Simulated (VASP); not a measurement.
# Nb (I4/mmm) in VASP: notebook

Runs on Nb. Level: PBE. Tasks: single point.

Everything below comes from runs of VASP 6.6.1. Logs are shortened: lines on timing, memory, paths and dates and some standing lists are left out, and cuts for length are marked.

## 1. The cell of the first run

It takes space group I4/mmm (No. 139, tetragonal). The conventional cell has a = 3.373 Å, b = 3.373 Å, c = 3.239 Å, α = 90.00°, β = 90.00°, γ = 90.00°. Nb (site symmetry 4/mmm) has 14 Nb at 2.88 to 3.37 Å within 3.8 Å.

## 2. Single point, PBE

Input file INCAR:

```
SYSTEM = Nb
PREC     = Accurate       ! precision mode
ENCUT    = 520            ! plane-wave cutoff, eV
EDIFF    = 1E-6           ! SCF threshold, eV
ISMEAR   = 0              ! smearing method
SIGMA    = 0.15           ! smearing width, eV
LREAL    = .False.        ! projectors in reciprocal space
LASPH    = .True.         ! aspherical terms in the spheres
NELM     = 100            ! most SCF steps
ALGO     = Fast           ! electronic algorithm
ISIF     = 2              ! what is computed and relaxed
LWAVE    = .False.        ! write WAVECAR
LCHARG   = .True.         ! write CHGCAR
GGA      = PE             ! functional
LELF     = .True.         ! ELF
LVHAR    = .True.       
NBANDS   = 12             ! bands
```

Input file KPOINTS:

```
regular mesh
0
Gamma
  22 22 22
  0 0 0
```

Input file POSCAR:

```
Nb
1.0
   -1.6867466684      1.6867466684      1.6192768017
    1.6867466684     -1.6867466684      1.6192768017
    1.6867466684      1.6867466684     -1.6192768017
Nb
1
Direct
    0.0000000000      0.0000000000      0.0000000000
```

Potentials or basis: VASP PAW PBE potentials, release 64 (Nb_sv).

On the command line:

```
cat potpaw_PBE.64/Nb_sv/POTCAR > POTCAR
mpirun -np 1 vasp_std > vasp.out
```

OUTCAR:

```text
SYSTEM = Nb
   PREC = Accurate
   ENCUT = 520
   EDIFF = 1E-6
   ISMEAR = 0
   LREAL = .False.
   LASPH = .True.
   NELM = 100
   ISIF = 2
   GGA = PE

 ion  position               nearest neighbor table
   1  0.000  0.000  0.000-

  LATTYP: Found a body centered tetragonal cell.
 ALAT       =     3.3734933368
 C/A-ratio  =     0.9600000000

  Lattice vectors:

 A1 = (  -1.6867466684,   1.6867466684,   1.6192768017)
 A2 = (   1.6867466684,  -1.6867466684,   1.6192768017)
 A3 = (   1.6867466684,   1.6867466684,  -1.6192768017)

Analysis of symmetry for initial positions (statically):
=====================================================================
 Subroutine PRICEL returns:
 Original cell was already a primitive cell.

 Routine SETGRP: Setting up the symmetry group for a
 body centered tetragonal supercell.

 Subroutine GETGRP returns: Found 16 space group operations
 (whereof 16 operations were pure point group operations)
 out of a pool of 16 trial point group operations.

The static configuration has the point symmetry D_4h.

Analysis of symmetry for dynamics (positions and initial velocities):
=====================================================================
 Subroutine PRICEL returns:
 Original cell was already a primitive cell.

 Routine SETGRP: Setting up the symmetry group for a
 body centered tetragonal supercell.

 Subroutine GETGRP returns: Found 16 space group operations
 (whereof 16 operations were pure point group operations)
 out of a pool of 16 trial point group operations.

The dynamic configuration has the point symmetry D_4h.

 Subroutine INISYM returns: Found 16 space group operations
 (whereof 16 operations are pure point group operations),
 and found     1 'primitive' translations

----------------------------------------------------------------------------------------

                                     Primitive cell

  volume of cell :      18.4281

  direct lattice vectors                    reciprocal lattice vectors
    -1.686746668  1.686746668  1.619276802     0.000000000  0.296428628  0.308779820
     1.686746668 -1.686746668  1.619276802     0.296428628  0.000000000  0.308779820
     1.686746668  1.686746668 -1.619276802     0.296428628  0.296428628  0.000000000

  length of vectors
     2.883103537  2.883103537  2.883103537     0.428036107  0.428036107  0.419213385

  position of ions in fractional coordinates (direct lattice)
     0.000000000  0.000000000  0.000000000

[... 78 lines left out ...]
   NSW    =      0    number of steps for IOM
   IBRION =     -1    ionic relax: 0-MD 1-quasi-New 2-CG
   NFREE  =      0    steps in history (QN), initial steepest desc. (CG)
   ISIF   =      2    stress and relaxation
   ISYM   =      2    0-nonsym 1-usesym 2-fastsym
   POTIM  = 0.5000    time-step for ionic-motion
   TEBEG  =    0.0;   TEEND  =   0.0 temperature during run
   PSTRESS=    0.0 pullay stress
   NELECT =      13.0000    total number of electrons
   NUPDOWN=      -1.0000    fix difference up-down
   EMIN   =  10.00;   EMAX   =-10.00  energy-range for DOS
   EFERMI =   0.00;   METHOD = LEGACY
   ISMEAR =     0;   SIGMA  =   0.15  broadening in eV -4-tet -1-fermi 0-gaus
   EFERMI_NEDOS =   21; number of points for ismear=-14 and -15
   IALGO  =     68    algorithm
   IMIX   =      4    mixing-type and parameters
     AMIX     =   0.40;   BMIX     =  1.00
     AMIX_MAG =   1.60;   BMIX_MAG =  1.00
  volume/ion in A,a.u.               =      18.43       124.36
  Fermi-wavevector in a.u.,A,eV,Ry     =   1.457345  2.753983 28.896790  2.123854
  Thomas-Fermi vector in A             =   2.574157
   LORBIT       =      0    0 simple, 1 ext, 2 COOP (PROOUT), +10 PAW based schemes
   GGA     = PE    functional components
   LHFCALC =     F    Hartree Fock is set to
   AEXX    =    0.0000 exact exchange contribution
   IVDW    =     0    specifies the selected vdW correction
   LEPSILON=     F    determine dielectric tensor
   LRPA    =     F    only Hartree local field effects (RPA)
 non-spin polarized calculation
 RMM-DIIS sequential band-by-band and
 Gauss-broadening in eV      SIGMA  =   0.15
  energy-cutoff  :      520.00
  volume of cell :       18.43
 maximum number of plane-waves:       510
 NGX is ok and might be reduce to    24
   NGX = 11   NGY = 11   NGZ = 11

 number of electron      13.0000000 magnetization

 Free energy of the ion-electron system (eV)
  ---------------------------------------------------
  ext. energy  EPLUGINS =         0.00000000
  ---------------------------------------------------
  free energy    TOTEN  =       -10.21621318 eV

  energy without entropy =      -10.19856083  energy(sigma->0) =      -10.20738700

 E-fermi :  10.8652     XC(G=0): -12.3820

 val. band max:       10.8651945721   @ k =  -0.1364   0.1364   0.0000
 cond. band min:      10.8658129193   @ k =  -0.2273   0.0455   0.0000
 fundamental gap:      0.0006183472
 Fermi energy:        10.8652217744

 k-point     1 :       0.0000    0.0000    0.0000
  band No.  band energies     occupation
      1     -43.5337      2.00000
      2     -18.8781      2.00000
      3     -18.8781      2.00000
      4     -18.8777      2.00000
      5       4.9610      2.00000
      6      10.9496      0.42653
      7      11.4016      0.00000
      8      11.4016      0.00000
      9      13.7473      0.00000
     10      14.3608      0.00000
     11      24.7963      0.00000
     12      24.7972      0.00000
[... 331 lines left out ...]
 k-point    24 :      -0.4545    0.0455    0.0000
  band No.  band energies     occupation
      1     -43.3159      2.00000
      2     -20.0769      2.00000
      3     -19.2777      2.00000
      4     -18.9157      2.00000
      5       7.3352      2.00000
      6       9.2187      2.00000
      7      12.4799      0.00000
      8      14.1646      0.00000
      9      14.8933      0.00000
     10      16.7230      0.00000
     11      22.6534      0.00000
     12      23.2825      0.00000

 [... further k-points ...]
[... 5 lines left out ...]
  --------------------------------------------------------------------------------------
  -------------------------------------------------------------------------------------
  Total       -0.4704401     -0.4704401     -0.0402255      0.0000000      0.0000000      0.0000000
  in kB      -40.9010167    -40.9010167     -3.4972840      0.0000000      0.0000000      0.0000000
  external PRESSURE =     -28.4331058 kB  Pullay stress =       0.0000000 kB

 VOLUME and BASIS-vectors are now :
 -----------------------------------------------------------------------------
  energy-cutoff  :      520.00
  volume of cell :       18.43
      direct lattice vectors                 reciprocal lattice vectors
    -1.686746668  1.686746668  1.619276802     0.000000000  0.296428628  0.308779820
     1.686746668 -1.686746668  1.619276802     0.296428628  0.000000000  0.308779820
     1.686746668  1.686746668 -1.619276802     0.296428628  0.296428628  0.000000000

 POSITION                                       TOTAL-FORCE (eV/Angst)
 -----------------------------------------------------------------------------------
      0.00000      0.00000      0.00000        -0.000000     -0.000000      0.000000
 -----------------------------------------------------------------------------------
    total drift:                                0.000000     -0.000000      0.000000

  FREE ENERGIE OF THE ION-ELECTRON SYSTEM (eV)
  ---------------------------------------------------
  free  energy   TOTEN  =       -10.2162131768 eV

  energy  without entropy=      -10.1985608277  energy(sigma->0) =      -10.20738700
```

OSZICAR:

```text
N       E                     dE             d eps       ncg     rms          rms(c)
DAV:   1     0.117638402941E+03    0.11764E+03   -0.72812E+03 20072   0.108E+03
DAV:   2    -0.581989880012E+01   -0.12346E+03   -0.11910E+03 21628   0.389E+02
DAV:   3    -0.103609246687E+02   -0.45410E+01   -0.43294E+01 28808   0.656E+01
[... 12 lines left out ...]
RMM:  16    -0.102162068849E+02   -0.88114E-05   -0.82823E-05 26927   0.368E-02    0.379E-02
RMM:  17    -0.102162090397E+02   -0.21548E-05   -0.33046E-05 23448   0.281E-02    0.312E-02
RMM:  18    -0.102162110936E+02   -0.20539E-05   -0.25304E-05 25517   0.409E-02    0.111E-02
RMM:  19    -0.102162123139E+02   -0.12203E-05   -0.11509E-05 19054   0.252E-02    0.940E-03
RMM:  20    -0.102162131768E+02   -0.86293E-06   -0.75152E-06 18105   0.185E-02
   1 F= -.10216213E+02 E0= -.10207387E+02  d E =-.176523E-01
```

Run time: 2.9 min. Hardware: 1 thread of AMD EPYC 9R45 (Zen 5), shared host; peak memory 0.26 GiB.

Results:

```
Free energy : -10.2162 eV
Pressure    : -2.8 GPa
```

Stress tensor (GPa, compression positive):
```
-4.09  0.00  0.00
 0.00 -4.09  0.00
 0.00  0.00 -0.35
```

## 3. Single point, PBE

Input file INCAR:

```
SYSTEM = Nb
  PREC = Accurate
  ENCUT = 520
  EDIFF = 1E-6
  ISMEAR = 0
  SIGMA = 0.15
  LREAL = .False.
  LASPH = .True.
  NELM = 80
  ALGO = Fast
  ISIF = 2
  LWAVE = .False.
  LCHARG = .False.
  GGA = PE
  NBANDS = 12
```

Input file KPOINTS:

```
Automatic mesh
0
Gamma
  22 22 22
  0 0 0
```

Input file POSCAR:

```
Nb
1.0
   -1.6371074029      1.6371074029      1.7189627730
    1.6371074029     -1.6371074029      1.7189627730
    1.6371074029      1.6371074029     -1.7189627730
Nb
1
Direct
    0.0000000000      0.0000000000      0.0000000000
```

Potentials or basis: VASP PAW PBE potentials, release 64 (Nb_sv).

On the command line:

```
cat potpaw_PBE.64/Nb_sv/POTCAR > POTCAR
mpirun -np 1 vasp_std > vasp.out
```

OUTCAR:

```text
SYSTEM = Nb
   PREC = Accurate
   ENCUT = 520
   EDIFF = 1E-6
   ISMEAR = 0
   LREAL = .False.
   LASPH = .True.
   NELM = 80
   ISIF = 2
   GGA = PE

 ion  position               nearest neighbor table
   1  0.000  0.000  0.000-

  LATTYP: Found a body centered tetragonal cell.
 ALAT       =     3.2742148058
 C/A-ratio  =     1.0500000000

  Lattice vectors:

 A1 = (  -1.6371074029,   1.6371074029,   1.7189627730)
 A2 = (   1.6371074029,  -1.6371074029,   1.7189627730)
 A3 = (   1.6371074029,   1.6371074029,  -1.7189627730)

Analysis of symmetry for initial positions (statically):
=====================================================================
 Subroutine PRICEL returns:
 Original cell was already a primitive cell.

 Routine SETGRP: Setting up the symmetry group for a
 body centered tetragonal supercell.

 Subroutine GETGRP returns: Found 16 space group operations
 (whereof 16 operations were pure point group operations)
 out of a pool of 16 trial point group operations.

The static configuration has the point symmetry D_4h.

Analysis of symmetry for dynamics (positions and initial velocities):
=====================================================================
 Subroutine PRICEL returns:
 Original cell was already a primitive cell.

 Routine SETGRP: Setting up the symmetry group for a
 body centered tetragonal supercell.

 Subroutine GETGRP returns: Found 16 space group operations
 (whereof 16 operations were pure point group operations)
 out of a pool of 16 trial point group operations.

The dynamic configuration has the point symmetry D_4h.

 Subroutine INISYM returns: Found 16 space group operations
 (whereof 16 operations are pure point group operations),
 and found     1 'primitive' translations

----------------------------------------------------------------------------------------

                                     Primitive cell
[... 111 lines left out ...]
  Fermi-wavevector in a.u.,A,eV,Ry     =   1.457345  2.753983 28.896790  2.123854
  Thomas-Fermi vector in A             =   2.574157
   LORBIT       =      0    0 simple, 1 ext, 2 COOP (PROOUT), +10 PAW based schemes
   GGA     = PE    functional components
   LHFCALC =     F    Hartree Fock is set to
   AEXX    =    0.0000 exact exchange contribution
   IVDW    =     0    specifies the selected vdW correction
   LEPSILON=     F    determine dielectric tensor
   LRPA    =     F    only Hartree local field effects (RPA)
 non-spin polarized calculation
 RMM-DIIS sequential band-by-band and
 Gauss-broadening in eV      SIGMA  =   0.15
  energy-cutoff  :      520.00
  volume of cell :       18.43
 maximum number of plane-waves:       510
 NGX is ok and might be reduce to    24
   NGX = 11   NGY = 11   NGZ = 11

 number of electron      13.0000000 magnetization

 Free energy of the ion-electron system (eV)
  ---------------------------------------------------
  ext. energy  EPLUGINS =         0.00000000
  ---------------------------------------------------
  free energy    TOTEN  =       -10.21233866 eV

  energy without entropy =      -10.19492630  energy(sigma->0) =      -10.20363248

 E-fermi :  10.8720     XC(G=0): -12.3822

 val. band max:       10.8717059203   @ k =  -0.1364   0.2273   0.0455
 cond. band min:      10.8739032051   @ k =  -0.3182   0.4545   0.0455
 fundamental gap:      0.0021972848
 Fermi energy:        10.8720368236

 k-point     1 :       0.0000    0.0000    0.0000
  band No.  band energies     occupation
      1     -43.5345      2.00000
      2     -18.8791      2.00000
      3     -18.8788      2.00000
      4     -18.8788      2.00000
      5       4.9609      2.00000
      6      11.0866      0.04307
      7      11.0866      0.04307
      8      11.5966      0.00000
      9      13.7057      0.00000
     10      14.3849      0.00000
     11      24.4955      0.00000
     12      25.3220      0.00000
[... 331 lines left out ...]
 k-point    24 :      -0.4545    0.0455    0.0000
  band No.  band energies     occupation
      1     -43.3223      2.00000
      2     -20.0873      2.00000
      3     -19.2494      2.00000
      4     -18.8922      2.00000
      5       7.3547      2.00000
      6       9.5459      2.00000
      7      12.2764      0.00000
      8      13.7618      0.00000
      9      14.8197      0.00000
     10      16.6544      0.00000
     11      22.7689      0.00000
     12      22.8793      0.00000

 [... further k-points ...]
[... 5 lines left out ...]
  --------------------------------------------------------------------------------------
  -------------------------------------------------------------------------------------
  Total       -0.1140762     -0.1140762     -0.7400200      0.0000000     -0.0000000      0.0000000
  in kB       -9.9180128     -9.9180128    -64.3388392      0.0000000     -0.0000000      0.0000000
  external PRESSURE =     -28.0582883 kB  Pullay stress =       0.0000000 kB

 VOLUME and BASIS-vectors are now :
 -----------------------------------------------------------------------------
  energy-cutoff  :      520.00
  volume of cell :       18.43
      direct lattice vectors                 reciprocal lattice vectors
    -1.637107403  1.637107403  1.718962773     0.000000000  0.305416736  0.290873082
     1.637107403 -1.637107403  1.718962773     0.305416736  0.000000000  0.290873082
     1.637107403  1.637107403 -1.718962773     0.305416736  0.305416736  0.000000000

 POSITION                                       TOTAL-FORCE (eV/Angst)
 -----------------------------------------------------------------------------------
      0.00000      0.00000      0.00000         0.000000     -0.000000      0.000000
 -----------------------------------------------------------------------------------
    total drift:                               -0.000000      0.000000      0.000000

  FREE ENERGIE OF THE ION-ELECTRON SYSTEM (eV)
  ---------------------------------------------------
  free  energy   TOTEN  =       -10.2123386559 eV

  energy  without entropy=      -10.1949263007  energy(sigma->0) =      -10.20363248
```

Wall time 2.9 min (1 thread of AMD EPYC 9R45 (Zen 5), shared host); peak memory 0.26 GiB.

Results:

| Quantity | Value |
| --- | --- |
| Free energy | -10.2123 eV |
| Pressure | -2.8 GPa |
